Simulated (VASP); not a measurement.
Runs of VASP 6.6.1 on C. The structure is that of space group Fd-3m (No. 227), or close to it. The cells are those of the table. 

```csv
task,level,cell,k mesh,smearing,grid for exact exchange (PRECFOCK),share of exact exchange,gap on the mesh (eV),pressure (GPa)
dielectric tensor,r2SCAN,"a = 2.522 Å, angles 60.0°, 2 atoms",13 × 13 × 13,gaussian 0.01 eV,-,-,(a),-
single point,r2SCAN50,"a = 2.471 Å, angles 60.0°, 2 atoms",7 × 7 × 7,fermi-dirac 0.05 eV,Normal,0.5,8.30,13.7
single point,PBE0,"a = 2.555 Å, angles 60.0°, 2 atoms",8 × 8 × 8,fermi-dirac 0.05 eV,Normal,0.25,5.94,-23.7
single point,PBEsol-based global hybrid with 25 % exact exchange,"a = 2.572 Å, angles 60.0°, 2 atoms",7 × 7 × 7,fermi-dirac 0.05 eV,Normal,0.25,5.94,-34.7
single point,r2SCAN,"a = 2.471 Å, angles 60.0°, 2 atoms",13 × 13 × 13,fermi-dirac 0.05 eV,-,-,4.48,(b)
```

Alike in all rows: potentials or basis VASP PAW PBE potentials, release 64 (C); no spin polarisation; cutoff (eV) 520.

Problem. Fill in the values left out.

Solution. (a) 4.34; (b) 29.6.

Caveats: some runs use coarse meshes; the PAW data sets were made with another functional, which shifts forces and pressure a little; an odd mesh through Γ misses points on the zone boundary, where band edges can lie (at least some runs); the cell stands under tension (at least some runs); the cell stands under pressure (at least some runs).
